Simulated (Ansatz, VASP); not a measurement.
**Two plane-wave programs on LiNbO3**

```
Li Nb O
1.0
     2.57580    1.48714    4.62300
    -2.57580    1.48714    4.62300
     0.00000   -2.97428    4.62300
Li Nb O
2 2 6
Direct
  0.28150 0.28150 0.28150
  0.78150 0.78150 0.78150
  0.00006 0.00006 0.00006
  0.50006 0.50006 0.50006
  0.11231 0.35836 0.71959
  0.71959 0.11231 0.35836
  0.35836 0.71959 0.11231
  0.21959 0.85836 0.61231
  0.85836 0.61231 0.21959
  0.61231 0.21959 0.85836
```

Alike in both runs: task single point; functional PBE; k mesh 6 × 6 × 6; occupations gaussian, width 0.1 eV; no spin polarisation.

```csv
,VASP,Ansatz
version,VASP 6.6.1,Ansatz 0.2.0
potentials or method,"VASP PAW PBE potentials, release 64 (Li_sv, Nb_sv, O), cutoff 520 eV","scalar-relativistic, plane waves, PAW"
valence electrons in the cell,68,68
```

VASP gave:

| Item | Value |
| --- | --- |
| gap on the k mesh at the Fermi level (eV) | 3.60 |
| least direct gap on the mesh (eV) | 3.61 |
| rms of the force components (eV/Å) | 0.093 |

**Question.** Estimate Ansatz's values.

**Answer.** gap on the k mesh at the Fermi level (eV): 3.61; least direct gap on the mesh (eV): 3.62; rms of the force components (eV/Å): 0.094.

Atom by atom the forces differ by 0.009 eV/Å (rms over components). The functional is the same, so the differences come from potentials, cutoffs and numerics.

Noted on VASP's run: the cutoff is short for stress, so the pressure is rough.
